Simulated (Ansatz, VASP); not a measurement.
One calculation of Cs5Yb, two programs

File INCAR:

```
SYSTEM = Cs5Yb
ALGO = Normal ; EDIFF = 1E-7
ENCUT = 520 ; GGA = PE
ISIF = 2 ; ISMEAR = 0
LASPH = .True. ; LCHARG = .True.
LELF = .True. ; LREAL = .False.
LVHAR = .True. ; LWAVE = .False.
NBANDS = 44 ; NELM = 100
PREC = Accurate ; SIGMA = 0.1
```

KPOINTS

```
k-points
0
Gamma
  4 4 4
  0 0 0
```

POSCAR

```
Cs5Yb
1.0
    0.0000000000      5.1653915800      5.1653915800
    5.1653915800      0.0000000000      5.1653915800
    5.1653915800      5.1653915800      0.0000000000
Cs Yb
5 1
Direct
    0.1250000000      0.6250000000      0.6250000000
    0.6250000000      0.6250000000      0.6250000000
    0.6250000000      0.1250000000      0.6250000000
    0.6250000000      0.6250000000      0.1250000000
    0.2500000000      0.2500000000      0.2500000000
    0.0000000000      0.0000000000      0.0000000000
```

Input for Ansatz:

```yaml
crystal:
  lattice:
    - [0.0, 5.16539158, 5.16539158]
    - [5.16539158, 0.0, 5.16539158]
    - [5.16539158, 5.16539158, 0.0]
  atoms:
    - { symbol: Cs, position: [0.125, 0.625, 0.625] }
    - { symbol: Cs, position: [0.625, 0.625, 0.625] }
    - { symbol: Cs, position: [0.625, 0.125, 0.625] }
    - { symbol: Cs, position: [0.625, 0.625, 0.125] }
    - { symbol: Cs, position: [0.25, 0.25, 0.25] }
    - { symbol: Yb, position: [0.0, 0.0, 0.0] }
basis:
  ecutwfc: 420
kpoints:
  mp_grid: { grid: [4, 4, 4] }
hamiltonian:
  xc: pbe
scf:
  occupations: { method: gaussian, width: 0.1 }
  lower_state_search: "off"
output:
  forces: true
  stress: true
  eigenvalues: true
```

Change from the starting cell: species swapped into the DyCu5 type (F-43m, No. 216).

Alike in both runs: task single point; functional PBE; k mesh 4 × 4 × 4; occupations gaussian, width 0.1 eV; no spin polarisation.

```csv
,VASP,Ansatz
version,VASP 6.6.1,Ansatz 0.2.0
potentials or method,"VASP PAW PBE potentials, release 64 (Cs_sv, Yb), cutoff 520 eV","scalar-relativistic, plane waves, PAW"
valence electrons in the cell,69,69
```

|  | VASP | Ansatz | Ansatz less VASP |
| --- | --- | --- | --- |
| gap on the k mesh at the Fermi level (eV) | none | none | - |
| pressure (GPa) | 5.2 | 5.1 | -0.08 |

A gap of «none» marks a metal or a gap that the smearing closes.

Neither program's run includes spin-orbit coupling.
